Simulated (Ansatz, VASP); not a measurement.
**Two plane-wave programs on Te**

INCAR

```
SYSTEM = Te
PREC = Accurate
ENCUT = 520
EDIFF = 1E-6
ISMEAR = 0
SIGMA = 0.1
LREAL = .FALSE.
LASPH = .TRUE.
NELM = 60
ALGO = Normal
ISIF = 2
LWAVE = .FALSE.
LCHARG = .TRUE.
GGA = PE
LELF = .TRUE.
LVHAR = .TRUE.
NBANDS = 9
```

File KPOINTS:

```
Automatic mesh
0
G
  6 6 4
  0 0 0
```

The input POSCAR:

```
Te
1.0
    2.6645952300      0.0000000000      0.0000000000
    0.0000000000      2.9811512800      0.0000000000
   -0.3355734600      0.0000000000      4.6450225100
Te
1
Direct
    0.5000000000      0.0000000000      0.5000000000
```

Input for Ansatz:

```yaml
crystal:
  lattice:
    - [2.66459523, 0.0, 0.0]
    - [0.0, 2.98115128, 0.0]
    - [-0.33557346, 0.0, 4.64502251]
  atoms:
    - { symbol: Te, position: [0.5, 0.0, 0.5] }
basis:
  ecutwfc: 420
kpoints:
  mp_grid: { grid: [6, 6, 4] }
hamiltonian:
  xc: pbe
scf:
  occupations: { method: gaussian, width: 0.1 }
  lower_state_search: "off"
output:
  forces: true
  stress: true
  eigenvalues: true
```

Alike in both runs: task single point; functional PBE; k mesh 6 × 6 × 4; occupations gaussian, width 0.1 eV; no spin polarisation.

```csv
,VASP,Ansatz
version,VASP 6.6.1,Ansatz 0.2.0
potentials or method,"VASP PAW PBE potentials, release 64 (Te), cutoff 520 eV","scalar-relativistic, plane waves, PAW"
valence electrons in the cell,6,16
```

|  | VASP | Ansatz | Ansatz less VASP |
| --- | --- | --- | --- |
| gap on the k mesh at the Fermi level (eV) | none | none | - |
| pressure (GPa) | 12.1 | 12.0 | -0.08 |
| traceless stress, the component that is largest in VASP (GPa) | -12.75 | -12.67 | +0.077 |

A gap of «none» marks a metal or a gap that the smearing closes. VASP's potentials hold 6 valence electrons a cell and Ansatz's 16, so a difference there can come from the potentials and not from the codes.

The k mesh is coarse, so the values compare programs but aren't converged. Neither program's run includes spin-orbit coupling.
